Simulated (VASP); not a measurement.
Set up this calculation in VASP 6.6.1, as the native input.

- Task: single point
- Functional: PBEsol
- Potentials or basis: VASP PAW PBE potentials, release 64 (Al, Ni)
- Cutoff: 520 eV
- k mesh: 12 × 12 × 8
- Occupations: gaussian, width 0.1 eV
- Spin: no spin polarisation
- Dipole correction: no
- Further INCAR settings: ALGO = Fast; EDIFF = 1e-07; NBANDS = 32

The structure of AlNi2 lies in POSCAR:

```
AlNi2
1.0
    3.8538374740      0.0000000000      0.0000000000
   -1.9269187370      3.3375211545      0.0000000000
    0.0000000000      0.0000000000      4.7493947126
Al Ni
2 4
Direct
    0.3333333333      0.6666666667      0.1901693820
    0.6666666667      0.3333333333      0.8098306180
    0.3333333333      0.6666666667      0.6861173946
    0.6666666667      0.3333333333      0.3138826054
    0.0000000000      0.0000000000      0.5000000000
    0.0000000000      0.0000000000      0.0000000000
```

One way to write it, as run:

INCAR

```
PREC = Accurate
ENCUT = 520
EDIFF = 1E-7
ISMEAR = 0
SIGMA = 0.1
LREAL = False
LASPH = True
NELM = 100
ALGO = Fast
ISIF = 2
LWAVE = False
LCHARG = False
GGA = PS
NBANDS = 32
```

KPOINTS

```
regular mesh
0
Gamma
  12 12 8
```

Potentials or basis: VASP PAW PBE potentials, release 64 (Al, Ni).

Launch:

```bash
$ cat potpaw_PBE.64/Al/POTCAR potpaw_PBE.64/Ni/POTCAR > POTCAR
$ mpirun -np 1 vasp_std > vasp.out
```

Results of the run:

```json
{
  "Pressure": "22.2 GPa",
  "Largest force": "0.021 eV/Å",
  "Band gap on the k mesh": "zero (bands 23 and 24 overlap by 4.42 eV)"
}
```

Caveat: the cell stands under pressure; the PAW data sets were made with another functional, which shifts forces and pressure a little.

Run time: 5 min on 1 thread of Intel(R) Xeon(R) Platinum 8259CL CPU @ 2.50GHz (Skylake/Cascade Lake), on a shared host, peak memory 0.32 GiB.
